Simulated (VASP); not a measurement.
# Ti in VASP: notebook

Ti is run at these levels: PBEsol; tasks: single point.

All numbers are computed with VASP 6.6.1; they aren't measurements. Logs are shortened: lines on timing, memory, paths and dates and some standing lists are left out, and cuts for length are marked.

## Step 1: The cell of the first run

The cell holds a slab with vacuum, 5 atoms: a = 2.902 Å, b = 2.902 Å, c = 25.182 Å, α = 90.00°, β = 90.00°, γ = 120.00°.

## Step 2: Single point, PBEsol

INCAR reads:

```
SYSTEM = Ti
  PREC = Accurate
  ENCUT = 520
  EDIFF = 1E-6
  ISMEAR = -1
  SIGMA = 0.08
  LREAL = .False.
  LASPH = .True.
  NELM = 80
  ALGO = Normal
  ISIF = 2
  LWAVE = .False.
  LCHARG = .False.
  LDIPOL = .True.
  IDIPOL = 3
  DIPOL = 0.5 0.5 0.500
  GGA = PS
  NBANDS = 38
```

KPOINTS reads:

```
Automatic mesh
0
Gamma
  13 13 1
  0 0 0
```

POSCAR reads:

```
Ti
1.0
    2.9016173135      0.0000000000      0.0000000000
   -1.4508086568      2.5128743056      0.0000000000
    0.0000000000      0.0000000000     25.1816000000
Ti
5
Direct
    0.0000000000      0.0000000000      0.3220957446
    0.3333333333      0.6666666667      0.4070184690
    0.0000000000      0.0000000000      0.5000000363
    0.3333333333      0.6666666667      0.5929814985
    0.0000000000      0.0000000000      0.6779042514
```

Potentials or basis: VASP PAW PBE potentials, release 64 (Ti_sv).

Command:

```sh
cat potpaw_PBE.64/Ti_sv/POTCAR > POTCAR
mpirun -np 1 vasp_std > vasp.out
```

OUTCAR:

```text
SYSTEM = Ti
   PREC = Accurate
   ENCUT = 520
   EDIFF = 1E-6
   ISMEAR = -1
   LREAL = .False.
   LASPH = .True.
   NELM = 80
   ISIF = 2
   GGA = PS

 ion  position               nearest neighbor table
   1  0.000  0.000  0.322-   2 2.72   2 2.72   2 2.72
   2  0.333  0.667  0.407-   1 2.72   1 2.72   1 2.72   3 2.88   3 2.88   3 2.88
   3  0.000  0.000  0.500-   4 2.88   4 2.88   4 2.88   2 2.88   2 2.88   2 2.88
   4  0.333  0.667  0.593-   5 2.72   5 2.72   5 2.72   3 2.88   3 2.88   3 2.88
   5  0.000  0.000  0.678-   4 2.72   4 2.72   4 2.72

  LATTYP: Found a hexagonal cell.
 ALAT       =     2.9016173135
 C/A-ratio  =     8.6784704113

  Lattice vectors:

 A1 = (   2.9016173135,   0.0000000000,   0.0000000000)
 A2 = (  -1.4508086568,   2.5128743056,   0.0000000000)
 A3 = (   0.0000000000,   0.0000000000,  25.1816000000)

Analysis of symmetry for initial positions (statically):
=====================================================================
 Subroutine PRICEL returns:
 Original cell was already a primitive cell.

 Routine SETGRP: Setting up the symmetry group for a
 hexagonal supercell.

 Subroutine GETGRP returns: Found 12 space group operations
 (whereof 12 operations were pure point group operations)
 out of a pool of 24 trial point group operations.

The static configuration has the point symmetry D_3h.

Analysis of symmetry for dynamics (positions and initial velocities):
=====================================================================
 Subroutine PRICEL returns:
 Original cell was already a primitive cell.

 Routine SETGRP: Setting up the symmetry group for a
 hexagonal supercell.

 Subroutine GETGRP returns: Found 12 space group operations
 (whereof 12 operations were pure point group operations)
 out of a pool of 24 trial point group operations.

The dynamic configuration has the point symmetry D_3h.

 Subroutine INISYM returns: Found 12 space group operations
 (whereof 12 operations are pure point group operations),
 and found     1 'primitive' translations

----------------------------------------------------------------------------------------

                                     Primitive cell

  volume of cell :     183.6091

  direct lattice vectors                    reciprocal lattice vectors
     2.901617314  0.000000000  0.000000000     0.344635385  0.198975332  0.000000000
    -1.450808657  2.512874306  0.000000000     0.000000000  0.397950665  0.000000000
     0.000000000  0.000000000 25.181600000     0.000000000  0.000000000  0.039711535

  length of vectors
     2.901617314  2.901617314 25.181600000     0.397950665  0.397950665  0.039711535

  position of ions in fractional coordinates (direct lattice)
     0.000000000  0.000000000  0.322095745
     0.333333333  0.666666667  0.407018469
     0.000000000  0.000000000  0.500000036
     0.333333333  0.666666667  0.592981499
     0.000000000  0.000000000  0.677904251

  ion indices of the primitive-cell ions
   primitive index   ion index
                 1           1
                 2           2
                 3           3
                 4           4
                 5           5

----------------------------------------------------------------------------------------

 KPOINTS: Automatic mesh

Automatic generation of k-mesh.
 Grid dimensions read from file:
 generate k-points for:   13   13    1

 Generating k-lattice:

  Cartesian coordinates                     Fractional coordinates (reciprocal lattice)
     0.026510414  0.015305795  0.000000000     0.076923077 -0.000000000  0.000000000
     0.000000000  0.030611590  0.000000000     0.000000000  0.076923077  0.000000000
     0.000000000  0.000000000  0.039711535     0.000000000  0.000000000  1.000000000

  Length of vectors
     0.030611590  0.030611590  0.039711535

  Shift w.r.t. Gamma in fractional coordinates (k-lattice)
     0.000000000  0.000000000  0.000000000

 Subroutine IBZKPT returns following result:
 ===========================================

 Found     21 irreducible k-points:

 Following reciprocal coordinates:
            Coordinates               Weight
  0.000000  0.000000  0.000000      1.000000
  0.076923  0.000000  0.000000      6.000000
  0.153846  0.000000  0.000000      6.000000
  0.230769  0.000000  0.000000      6.000000
  0.307692  0.000000  0.000000      6.000000
  0.384615 -0.000000  0.000000      6.000000
[... 13 lines left out ...]
  0.384615  0.230769  0.000000      6.000000
  0.307692  0.307692  0.000000      6.000000
   k-points           NKPTS =     21   k-points in BZ     NKDIM =     21   number of bands    NBANDS=     38
   number of dos      NEDOS =    301   number of ions     NIONS =      5
   total plane-waves  NPLWV = 110592
   dimension x,y,z NGX =    24 NGY =   24 NGZ =  192
   dimension x,y,z NGXF=    48 NGYF=   48 NGZF=  384
   ions per type =               5
   NGX,Y,Z   is equivalent  to a cutoff of  13.75, 13.75, 12.68 a.u.
   NGXF,Y,Z  is equivalent  to a cutoff of  27.50, 27.50, 25.35 a.u.
 SYSTEM =  Ti
   PREC   = accura    normal or accurate (medium, high low for compatibility)
   ISTART =      0    job   : 0-new  1-cont  2-samecut
   ICHARG =      2    charge: 1-file 2-atom 10-const
   ISPIN  =      1    spin polarized calculation?
   LNONCOLLINEAR =      F non collinear calculations
   LSORBIT =      F    spin-orbit coupling
   LASPH  =      T    aspherical Exc in radial PAW
   ENCUT  =  520.0 eV  38.22 Ry    6.18 a.u.   5.40  5.40 46.82*2*pi/ulx,y,z
   NELM   =     80;   NELMIN=  2; NELMDL= -5     # of ELM steps
   EDIFF  = 0.1E-05   stopping-criterion for ELM
   LREAL  =      F    real-space projection
   EDIFFG = 0.1E-04   stopping-criterion for IOM
   NSW    =      0    number of steps for IOM
   IBRION =     -1    ionic relax: 0-MD 1-quasi-New 2-CG
   NFREE  =      0    steps in history (QN), initial steepest desc. (CG)
   ISIF   =      2    stress and relaxation
   ISYM   =      2    0-nonsym 1-usesym 2-fastsym
   POTIM  = 0.5000    time-step for ionic-motion
   TEBEG  =    0.0;   TEEND  =   0.0 temperature during run
   PSTRESS=    0.0 pullay stress
   NELECT =      60.0000    total number of electrons
   NUPDOWN=      -1.0000    fix difference up-down
   EMIN   =  10.00;   EMAX   =-10.00  energy-range for DOS
   EFERMI =   0.00;   METHOD = LEGACY
   ISMEAR =    -1;   SIGMA  =   0.08  broadening in eV -4-tet -1-fermi 0-gaus
   EFERMI_NEDOS =   21; number of points for ismear=-14 and -15
   IALGO  =     38    algorithm
   IMIX   =      4    mixing-type and parameters
     AMIX     =   0.40;   BMIX     =  1.00
     AMIX_MAG =   1.60;   BMIX_MAG =  1.00
  volume/ion in A,a.u.               =      36.72       247.81
  Fermi-wavevector in a.u.,A,eV,Ry     =   1.127614  2.130882 17.299993  1.271514
  Thomas-Fermi vector in A             =   2.264301
   LORBIT       =      0    0 simple, 1 ext, 2 COOP (PROOUT), +10 PAW based schemes
   GGA     = PS    functional components
   LHFCALC =     F    Hartree Fock is set to
   AEXX    =    0.0000 exact exchange contribution
   IVDW    =     0    specifies the selected vdW correction
   LEPSILON=     F    determine dielectric tensor
   LRPA    =     F    only Hartree local field effects (RPA)
 non-spin polarized calculation
  energy-cutoff  :      520.00
  volume of cell :      183.61
 maximum number of plane-waves:      5025
 NGX is ok and might be reduce to    24
   NGX = 11   NGY = 11   NGZ = 93

 dipolmoment           0.000000      0.000000     -0.000000 electrons x Angstroem

 number of electron      59.9999991 magnetization

 dipolmoment           0.000000      0.000000      0.000000 electrons x Angstroem

 Free energy of the ion-electron system (eV)
  ---------------------------------------------------
  ext. energy  EPLUGINS =         0.00000000
  ---------------------------------------------------
  free energy    TOTEN  =       -39.82532483 eV

  energy without entropy =      -39.67037638  energy(sigma->0) =      -39.74785060

 E-fermi :   1.5750     XC(G=0):  -6.1651

 val. band max:        1.5690967242   @ k =   0.3077   0.0769   0.0000
 cond. band min:       1.5821677575   @ k =   0.2308   0.0000   0.0000
 fundamental gap:      0.0130710333
 Fermi energy:         1.5749921179

 k-point     1 :       0.0000    0.0000    0.0000
  band No.  band energies     occupation
      1     -55.0368      2.00000
      2     -55.0356      2.00000
      3     -54.8889      2.00000
      4     -54.7911      2.00000
      5     -54.7679      2.00000
      6     -31.6922      2.00000
[... 30 lines left out ...]
     37       2.4502      0.00004
     38       2.7111      0.00000

 k-point     2 :       0.0769    0.0000    0.0000
  band No.  band energies     occupation
      1     -55.0310      2.00000
      2     -55.0299      2.00000
      3     -54.8835      2.00000
      4     -54.7872      2.00000
      5     -54.7648      2.00000
      6     -31.6800      2.00000
[... 30 lines left out ...]
     37       2.5363      0.00001
     38       2.5816      0.00001

 k-point     3 :       0.1538    0.0000    0.0000
  band No.  band energies     occupation
      1     -55.0147      2.00000
      2     -55.0139      2.00000
      3     -54.8683      2.00000
      4     -54.7764      2.00000
      5     -54.7562      2.00000
      6     -31.6463      2.00000
[... 30 lines left out ...]
     37       2.6507      0.00000
[... 658 lines left out ...]
 k-point    20 :       0.3846    0.2308    0.0000
  band No.  band energies     occupation
      1     -54.9234      2.00000
      2     -54.9234      2.00000
      3     -54.7759      2.00000
      4     -54.7171      2.00000
      5     -54.7161      2.00000
      6     -31.5667      2.00000
[... 30 lines left out ...]
     37       3.0683      0.00000
     38       3.3799      0.00000

 k-point    21 :       0.3077    0.3077    0.0000
  band No.  band energies     occupation
      1     -54.9213      2.00000
      2     -54.9213      2.00000
      3     -54.7735      2.00000
      4     -54.7158      2.00000
      5     -54.7154      2.00000
      6     -31.5351      2.00000
[... 30 lines left out ...]
     37       3.1099      0.00000
     38       3.3829      0.00000

------------------------ aborting loop because EDIFF is reached ----------------------------------------

 vacuum level on the upper side and lower side of the slab       (xc-potential included)        -0.211        -0.211

  FORCE on cell =-STRESS in cart. coord.  units (eV):
  Direction    XX          YY          ZZ          XY          YZ          ZX
  --------------------------------------------------------------------------------------
  -------------------------------------------------------------------------------------
  Total       -0.8827151     -0.8827151     -0.1069690      0.0000000     -0.0000000      0.0000000
  in kB       -7.7025920     -7.7025920     -0.9334136      0.0000000     -0.0000000      0.0000000
  external PRESSURE =      -5.4461992 kB  Pullay stress =       0.0000000 kB

 VOLUME and BASIS-vectors are now :
 -----------------------------------------------------------------------------
  energy-cutoff  :      520.00
  volume of cell :      183.61
      direct lattice vectors                 reciprocal lattice vectors
     2.901617314  0.000000000  0.000000000     0.344635385  0.198975332  0.000000000
    -1.450808657  2.512874306  0.000000000     0.000000000  0.397950665  0.000000000
     0.000000000  0.000000000 25.181600000     0.000000000  0.000000000  0.039711535

 POSITION                                       TOTAL-FORCE (eV/Angst)
 -----------------------------------------------------------------------------------
      0.00000      0.00000      8.11089         0.000000     -0.000000      0.014904
     -0.00000      1.67525     10.24938        -0.000000     -0.000000     -0.012772
      0.00000      0.00000     12.59080         0.000000     -0.000000      0.000000
     -0.00000      1.67525     14.93222         0.000000      0.000000      0.012772
      0.00000      0.00000     17.07071        -0.000000     -0.000000     -0.014904
 -----------------------------------------------------------------------------------
    total drift:                                0.000001     -0.000000      0.000042

  FREE ENERGIE OF THE ION-ELECTRON SYSTEM (eV)
  ---------------------------------------------------
  free  energy   TOTEN  =       -39.8253248262 eV

  energy  without entropy=      -39.6703763783  energy(sigma->0) =      -39.74785060

 vacuum level on the upper side and lower side of the slab         5.924         5.924
```

Run time: 6.2 min. Hardware: 1 thread of Intel Xeon Platinum 8259CL at 2.50GHz (Skylake/Cascade Lake), shared host; peak memory 0.36 GiB.

Results:

```
Free energy            : -39.8253 eV
Largest force          : 0.015 eV/Å
Band gap on the k mesh : zero (bands 30 and 31 overlap by 1.03 eV)
```

Forces on the atoms (eV/Å):
```
Ti   0.000  0.000  0.015
Ti   0.000  0.000 -0.013
Ti   0.000  0.000  0.000
Ti   0.000  0.000  0.013
Ti   0.000  0.000 -0.015
```

Caveat: the PAW data sets were made with another functional, which shifts forces and pressure a little.

## Step 3: Single point, PBEsol

INCAR reads:

```
PREC = Accurate
ENCUT = 400
EDIFF = 1E-6
ISMEAR = -1
SIGMA = 0.08
LREAL = F
LASPH = T
NELM = 120
ALGO = Normal
ISIF = 2
LWAVE = F
LCHARG = F
GGA = PS
NBANDS = 38
GGA_COMPAT = F
NELMDL = -8
```

KPOINTS reads:

```
Automatic mesh
0
Gamma
  13 13 1
```

POSCAR is that of step 2.

Potentials or basis: VASP PAW PBE potentials, release 64 (Ti_sv).

Command:

```sh
cat potpaw_PBE.64/Ti_sv/POTCAR > POTCAR
mpirun -np 1 vasp_std > vasp.out
```

OUTCAR:

```text
PREC = Accurate
   ENCUT = 400
   EDIFF = 1E-6
   ISMEAR = -1
   LREAL = F
   LASPH = T
   NELM = 120
   ISIF = 2
   GGA = PS
   NELMDL = -8

 ion  position               nearest neighbor table
   1  0.000  0.000  0.322-   2 2.72   2 2.72   2 2.72
   2  0.333  0.667  0.407-   1 2.72   1 2.72   1 2.72   3 2.88   3 2.88   3 2.88
   3  0.000  0.000  0.500-   4 2.88   4 2.88   4 2.88   2 2.88   2 2.88   2 2.88
   4  0.333  0.667  0.593-   5 2.72   5 2.72   5 2.72   3 2.88   3 2.88   3 2.88
   5  0.000  0.000  0.678-   4 2.72   4 2.72   4 2.72

  LATTYP: Found a hexagonal cell.
 ALAT       =     2.9016173135
 C/A-ratio  =     8.6784704113

  Lattice vectors:

 A1 = (   2.9016173135,   0.0000000000,   0.0000000000)
 A2 = (  -1.4508086568,   2.5128743056,   0.0000000000)
 A3 = (   0.0000000000,   0.0000000000,  25.1816000000)

Analysis of symmetry for initial positions (statically):
=====================================================================
 Subroutine PRICEL returns:
 Original cell was already a primitive cell.

 Routine SETGRP: Setting up the symmetry group for a
 hexagonal supercell.

 Subroutine GETGRP returns: Found 12 space group operations
 (whereof 12 operations were pure point group operations)
 out of a pool of 24 trial point group operations.

The static configuration has the point symmetry D_3h.

Analysis of symmetry for dynamics (positions and initial velocities):
=====================================================================
 Subroutine PRICEL returns:
 Original cell was already a primitive cell.

 Routine SETGRP: Setting up the symmetry group for a
 hexagonal supercell.

[... 119 lines left out ...]
   EMIN   =  10.00;   EMAX   =-10.00  energy-range for DOS
   EFERMI =   0.00;   METHOD = LEGACY
   ISMEAR =    -1;   SIGMA  =   0.08  broadening in eV -4-tet -1-fermi 0-gaus
   EFERMI_NEDOS =   21; number of points for ismear=-14 and -15
   IALGO  =     38    algorithm
   IMIX   =      4    mixing-type and parameters
     AMIX     =   0.40;   BMIX     =  1.00
     AMIX_MAG =   1.60;   BMIX_MAG =  1.00
  volume/ion in A,a.u.               =      36.72       247.81
  Fermi-wavevector in a.u.,A,eV,Ry     =   1.127614  2.130882 17.299993  1.271514
  Thomas-Fermi vector in A             =   2.264301
   LORBIT       =      0    0 simple, 1 ext, 2 COOP (PROOUT), +10 PAW based schemes
   GGA     = PS    functional components
   LHFCALC =     F    Hartree Fock is set to
   AEXX    =    0.0000 exact exchange contribution
   IVDW    =     0    specifies the selected vdW correction
   LEPSILON=     F    determine dielectric tensor
   LRPA    =     F    only Hartree local field effects (RPA)
 non-spin polarized calculation
  energy-cutoff  :      400.00
  volume of cell :      183.61
 maximum number of plane-waves:      3352
 NGX is ok and might be reduce to    20
   NGX =  9   NGY =  9   NGZ = 83

 number of electron      59.9999986 magnetization

 Free energy of the ion-electron system (eV)
  ---------------------------------------------------
  ext. energy  EPLUGINS =         0.00000000
  ---------------------------------------------------
  free energy    TOTEN  =       -39.78722561 eV

  energy without entropy =      -39.63210584  energy(sigma->0) =      -39.70966572

 E-fermi :   1.5768     XC(G=0):  -6.1718

 val. band max:        1.5713200409   @ k =   0.3077   0.0769   0.0000
 cond. band min:       1.5837690708   @ k =   0.2308   0.0000   0.0000
 fundamental gap:      0.0124490299
 Fermi energy:         1.5768381959

 k-point     1 :       0.0000    0.0000    0.0000
  band No.  band energies     occupation
      1     -55.0261      2.00000
      2     -55.0250      2.00000
      3     -54.8788      2.00000
      4     -54.7802      2.00000
      5     -54.7565      2.00000
      6     -31.6912      2.00000
[... 850 lines left out ...]
     37       3.1119      0.00000
     38       3.3848      0.00000

------------------------ aborting loop because EDIFF is reached ----------------------------------------

  FORCE on cell =-STRESS in cart. coord.  units (eV):
  Direction    XX          YY          ZZ          XY          YZ          ZX
  --------------------------------------------------------------------------------------
  -------------------------------------------------------------------------------------
  Total       -1.2954881     -1.2954881     -0.5064757      0.0000000     -0.0000000     -0.0000000
  in kB      -11.3044595    -11.3044595     -4.4195191      0.0000000     -0.0000000     -0.0000000
  external PRESSURE =      -9.0094794 kB  Pullay stress =       0.0000000 kB

 VOLUME and BASIS-vectors are now :
 -----------------------------------------------------------------------------
  energy-cutoff  :      400.00
  volume of cell :      183.61
      direct lattice vectors                 reciprocal lattice vectors
     2.901617314  0.000000000  0.000000000     0.344635385  0.198975332  0.000000000
    -1.450808657  2.512874306  0.000000000     0.000000000  0.397950665  0.000000000
     0.000000000  0.000000000 25.181600000     0.000000000  0.000000000  0.039711535

 POSITION                                       TOTAL-FORCE (eV/Angst)
 -----------------------------------------------------------------------------------
      0.00000      0.00000      8.11089        -0.000000      0.000000     -0.001476
     -0.00000      1.67525     10.24938         0.000000     -0.000000      0.002191
      0.00000      0.00000     12.59080        -0.000000      0.000000     -0.000000
     -0.00000      1.67525     14.93222         0.000000      0.000000     -0.002191
      0.00000      0.00000     17.07071         0.000000     -0.000000      0.001476
 -----------------------------------------------------------------------------------
    total drift:                               -0.000000      0.000000      0.000039

  FREE ENERGIE OF THE ION-ELECTRON SYSTEM (eV)
  ---------------------------------------------------
  free  energy   TOTEN  =       -39.7872256059 eV

  energy  without entropy=      -39.6321058384  energy(sigma->0) =      -39.70966572
```

Wall time 7.3 min (1 thread of Intel Xeon 8259CL, shared host); peak memory 0.28 GiB.

Results:

```
Free energy            : -39.7872 eV
Band gap on the k mesh : zero (bands 30 and 31 overlap by 1.03 eV)
```

Forces in eV/Å, atoms in the order of the input:
```
Ti   0.000  0.000 -0.001
Ti   0.000  0.000  0.002
Ti   0.000  0.000  0.000
Ti   0.000  0.000 -0.002
Ti   0.000  0.000  0.001
```

Levels at points of the mesh, in eV from the Fermi level:
| k point | band 26 | band 27 | band 28 | band 29 | band 30 | band 31 | band 32 | band 33 | band 34 | band 35 |
| --- | --- | --- | --- | --- | --- | --- | --- | --- | --- | --- |
| (0.00, 0.00, 0.00) | -0.26 | -0.13 | 0.47 | 0.47 | 0.63 | 0.63 | 0.68 | 0.68 | 0.73 | 0.73 |

Caveat: the PAW data sets were made with another functional, which shifts forces and pressure a little.
